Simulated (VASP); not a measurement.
SnO2: single point with LDA

SnO2:

```xyz
6
Lattice="3.2306 0.0000 0.0000 -1.6153 2.7978 0.0000 0.0000 0.0000 10.7906" Properties=species:S:1:pos:R:3 pbc="T T T"
Sn    0.0000    0.0000    5.3953
Sn    0.0000    0.0000    0.0000
O     1.6153    0.9326    4.3795
O     1.6153    0.9326    1.0158
O     0.0000    1.8652    6.4111
O     0.0000    1.8652    9.7748
```

* Program: VASP 6.6.1
* Task: single point
* Functional: LDA
* Potentials or basis: VASP PAW LDA potentials, release 64 (Sn_d, O)
* Cutoff: 520 eV
* k mesh: 6 × 6 × 2
* Occupations: gaussian, width 0.01 eV
* Spin: no spin polarisation
* Dipole correction: no
* Further INCAR settings: ALGO = Normal; EDIFF = 1e-06; NBANDS = 35

```yaml
Pressure: -7.1 GPa
Largest_force: 0.637 eV/Å
Band_gap_on_the_k_mesh: 1.97 eV, indirect (least direct gap 2.38 eV)
```

Forces in eV/Å, atoms in the order of the input:
```
Sn   0.000  0.000  0.000
Sn   0.000  0.000  0.000
O    0.000  0.000  0.637
O    0.000  0.000 -0.637
O    0.000  0.000 -0.637
O    0.000  0.000  0.637
```

Stress tensor (GPa, compression positive):
```
-8.35  0.00  0.00
 0.00 -8.35  0.00
 0.00  0.00 -4.70
```

Levels at points of the mesh, in eV from the valence-band top:
| k point | band 22 | band 23 | band 24 | band 25 | band 26 | band 27 | band 28 | band 29 | band 30 | band 31 |
| --- | --- | --- | --- | --- | --- | --- | --- | --- | --- | --- |
| (0.00, 0.00, 0.00) | -0.89 | -0.89 | -0.86 | -0.86 | -0.40 | 1.97 | 2.71 | 5.24 | 5.60 | 9.81 |
| (0.50, 0.00, 0.00) | -1.15 | -0.56 | -0.52 | -0.45 | -0.07 | 4.95 | 5.09 | 6.75 | 7.35 | 9.65 |
| (0.00, 0.00, 0.50) | -0.88 | -0.88 | -0.88 | -0.74 | -0.74 | 2.35 | 2.35 | 5.43 | 5.43 | 9.90 |
| (0.50, 0.00, 0.50) | -1.32 | -0.54 | -0.54 | -0.24 | -0.24 | 5.02 | 5.02 | 7.03 | 7.03 | 9.83 |

Run time: 61 s on 1 thread of Intel(R) Xeon(R) Platinum 8259CL CPU @ 2.50GHz (Skylake/Cascade Lake), with other jobs on the host, peak memory 0.18 GiB.

Caveat: spin-orbit coupling is left out, which moves the levels of the heavy elements. A k mesh can miss the band edges.
